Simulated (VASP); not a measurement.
# NaH2 (P3m1) in VASP: single point with PBE

Aim: the single point of NaH2 with PBE.

Program: VASP 6.6.1. These are calculated values, not measurements. Logs are shortened: lines on timing, memory, paths and dates and some standing lists are left out, and cuts for length are marked.

**1. The cell of the first run**

The typed cell holds 3 atoms: a = 3.436 Å, b = 3.436 Å, c = 3.831 Å, α = 90.00°, β = 90.00°, γ = 120.00°.

The cell was built from a structure type or drawn by symmetry, and may not be a known phase.

**2. Single point, PBE**

INCAR

```
PREC = Accurate ; ENCUT = 500
EDIFF = 1E-6 ; ISMEAR = 0
SIGMA = 0.1 ; LREAL = False
LASPH = True ; NELM = 120
ALGO = Normal ; ISIF = 2
LWAVE = False ; LCHARG = True
GGA = PE ; LELF = True
LVHAR = True ; NBANDS = 12
GGA_COMPAT = False
```

KPOINTS

```
regular mesh
0
Gamma
  9 9 4
```

POSCAR

```
NaH2
1.0
    3.4359320495      0.0000000037      0.0000000000
   -1.7179660279      2.9756044387      0.0000000000
    0.0000000000      0.0000000000      3.8307179892
Na H
1 2
Direct
    0.0000000000      0.0000000000      0.4219547562
    0.3333333333      0.6666666667      0.9227802483
    0.0000000000      0.0000000000      0.9220569755
```

Potentials or basis: VASP PAW PBE potentials, release 64 (Na_pv, H).

Run with:

```console
> cat potpaw_PBE.64/Na_pv/POTCAR potpaw_PBE.64/H/POTCAR > POTCAR
> mpirun -np 1 vasp_std > vasp.out
```

OUTCAR:

```text
PREC = Accurate
   ENCUT = 500
   EDIFF = 1E-6
   ISMEAR = 0
   LREAL = False
   LASPH = True
   NELM = 120
   ISIF = 2
   GGA = PE

 ion  position               nearest neighbor table
   1  0.000  0.000  0.422-
   2  0.333  0.667  0.923-
   3  0.000  0.000  0.922-

  LATTYP: Found a hexagonal cell.
 ALAT       =     3.4359320495
 C/A-ratio  =     1.1148992279

  Lattice vectors:

 A1 = (   3.4359320495,   0.0000000037,   0.0000000000)
 A2 = (  -1.7179660279,   2.9756044387,   0.0000000000)
 A3 = (   0.0000000000,   0.0000000000,   3.8307179892)

Analysis of symmetry for initial positions (statically):
=====================================================================
 Subroutine PRICEL returns:
 Original cell was already a primitive cell.

 Routine SETGRP: Setting up the symmetry group for a
 hexagonal supercell.

 Subroutine GETGRP returns: Found  6 space group operations
 (whereof  6 operations were pure point group operations)
 out of a pool of 24 trial point group operations.

The static configuration has the point symmetry C_3v.

Analysis of symmetry for dynamics (positions and initial velocities):
=====================================================================
 Subroutine PRICEL returns:
 Original cell was already a primitive cell.

 Routine SETGRP: Setting up the symmetry group for a
 hexagonal supercell.

 Subroutine GETGRP returns: Found  6 space group operations
 (whereof  6 operations were pure point group operations)
 out of a pool of 24 trial point group operations.

The dynamic configuration has the point symmetry C_3v.

 Subroutine INISYM returns: Found  6 space group operations
 (whereof  6 operations are pure point group operations),
 and found     1 'primitive' translations

----------------------------------------------------------------------------------------

                                     Primitive cell

  volume of cell :      39.1652

  direct lattice vectors                    reciprocal lattice vectors
     3.435932049  0.000000004  0.000000000     0.291041844  0.168033087  0.000000000
    -1.717966028  2.975604439  0.000000000    -0.000000000  0.336066174  0.000000000
     0.000000000  0.000000000  3.830717989     0.000000000  0.000000000  0.261047669

  length of vectors
     3.435932049  3.435932049  3.830717989     0.336066174  0.336066174  0.261047669

  position of ions in fractional coordinates (direct lattice)
     0.000000000  0.000000000  0.421954756
[... 90 lines left out ...]
   PSTRESS=    0.0 pullay stress
   NELECT =       9.0000    total number of electrons
   NUPDOWN=      -1.0000    fix difference up-down
   EMIN   =  10.00;   EMAX   =-10.00  energy-range for DOS
   EFERMI =   0.00;   METHOD = LEGACY
   ISMEAR =     0;   SIGMA  =   0.10  broadening in eV -4-tet -1-fermi 0-gaus
   EFERMI_NEDOS =   21; number of points for ismear=-14 and -15
   IALGO  =     38    algorithm
   IMIX   =      4    mixing-type and parameters
     AMIX     =   0.40;   BMIX     =  1.00
     AMIX_MAG =   1.60;   BMIX_MAG =  1.00
  volume/ion in A,a.u.               =      13.06        88.10
  Fermi-wavevector in a.u.,A,eV,Ry     =   1.002742  1.894907 13.680531  1.005491
  Thomas-Fermi vector in A             =   2.135248
   LORBIT       =      0    0 simple, 1 ext, 2 COOP (PROOUT), +10 PAW based schemes
   GGA     = PE    functional components
   LHFCALC =     F    Hartree Fock is set to
   AEXX    =    0.0000 exact exchange contribution
   IVDW    =     0    specifies the selected vdW correction
   LEPSILON=     F    determine dielectric tensor
   LRPA    =     F    only Hartree local field effects (RPA)
 non-spin polarized calculation
 Gauss-broadening in eV      SIGMA  =   0.10
  energy-cutoff  :      500.00
  volume of cell :       39.17
 maximum number of plane-waves:      1012
 NGX is ok and might be reduce to    28
   NGX = 13   NGY = 13   NGZ = 13

 number of electron       9.0000004 magnetization

 Free energy of the ion-electron system (eV)
  ---------------------------------------------------
  ext. energy  EPLUGINS =         0.00000000
  ---------------------------------------------------
  free energy    TOTEN  =        -6.05673916 eV

  energy without entropy =       -6.05163978  energy(sigma->0) =       -6.05418947

 E-fermi :   0.0395     XC(G=0):  -7.2998

 val. band max:        0.0202658406   @ k =   0.2222   0.2222   0.2500
 cond. band min:       0.0455468622   @ k =   0.3333   0.1111   0.5000
 fundamental gap:      0.0252810216
 Fermi energy:         0.0395456236

 k-point     1 :       0.0000    0.0000    0.0000
  band No.  band energies     occupation
      1     -24.3908      2.00000
      2     -24.3908      2.00000
      3     -24.2764      2.00000
      4      -6.2077      2.00000
      5       3.0166      0.00000
      6       4.4874      0.00000
      7       6.5293      0.00000
      8      12.0149      0.00000
      9      12.0149      0.00000
     10      13.0546      0.00000
     11      13.0546      0.00000
     12      13.6765      0.00000
[... 331 lines left out ...]
 k-point    24 :      -0.1111    0.3333    0.2500
  band No.  band energies     occupation
      1     -24.4276      2.00000
      2     -24.4016      2.00000
      3     -24.2870      2.00000
      4      -4.5871      2.00000
      5       1.0862      0.00000
      6       2.7709      0.00000
      7       6.7307      0.00000
      8      10.0165      0.00000
      9      11.1619      0.00000
     10      12.2739      0.00000
     11      13.2498      0.00000
     12      15.7315      0.00000

 [... further k-points ...]

------------------------ aborting loop because EDIFF is reached ----------------------------------------

  FORCE on cell =-STRESS in cart. coord.  units (eV):
  Direction    XX          YY          ZZ          XY          YZ          ZX
  --------------------------------------------------------------------------------------
  -------------------------------------------------------------------------------------
  Total       -0.0356487     -0.0356487      0.0541849     -0.0000000      0.0000000     -0.0000000
  in kB       -1.4583233     -1.4583233      2.2166096     -0.0000000      0.0000000     -0.0000000
  external PRESSURE =      -0.2333457 kB  Pullay stress =       0.0000000 kB

 VOLUME and BASIS-vectors are now :
 -----------------------------------------------------------------------------
  energy-cutoff  :      500.00
  volume of cell :       39.17
      direct lattice vectors                 reciprocal lattice vectors
     3.435932049  0.000000004  0.000000000     0.291041844  0.168033087  0.000000000
    -1.717966028  2.975604439  0.000000000    -0.000000000  0.336066174  0.000000000
     0.000000000  0.000000000  3.830717989     0.000000000  0.000000000  0.261047669

 POSITION                                       TOTAL-FORCE (eV/Angst)
 -----------------------------------------------------------------------------------
      0.00000      0.00000      1.61639         0.000000     -0.000000      0.002039
     -0.00000      1.98374      3.53491        -0.000000     -0.000000     -0.001538
      0.00000      0.00000      3.53214        -0.000000      0.000000     -0.000501
 -----------------------------------------------------------------------------------
    total drift:                                0.000000     -0.000000     -0.000068

  FREE ENERGIE OF THE ION-ELECTRON SYSTEM (eV)
  ---------------------------------------------------
  free  energy   TOTEN  =        -6.0567391569 eV

  energy  without entropy=       -6.0516397836  energy(sigma->0) =       -6.05418947
```

Run time: 23 s. Hardware: 1 thread of Intel Xeon Platinum 8488C (Sapphire Rapids), shared host; peak memory 0.15 GiB.

Results:

```yaml
Free_energy: -6.0567 eV
Pressure: 0.0 GPa
Band_gap_on_the_k_mesh: zero (an odd number of electrons rules out a gap without spin polarisation)
```

Forces on the atoms (eV/Å):
```
Na   0.000  0.000  0.002
H    0.000  0.000 -0.002
H    0.000  0.000 -0.001
```

Caveat: the k points lie up to 0.41 Å⁻¹ apart, too coarse for converged energies and pressures of a metal.
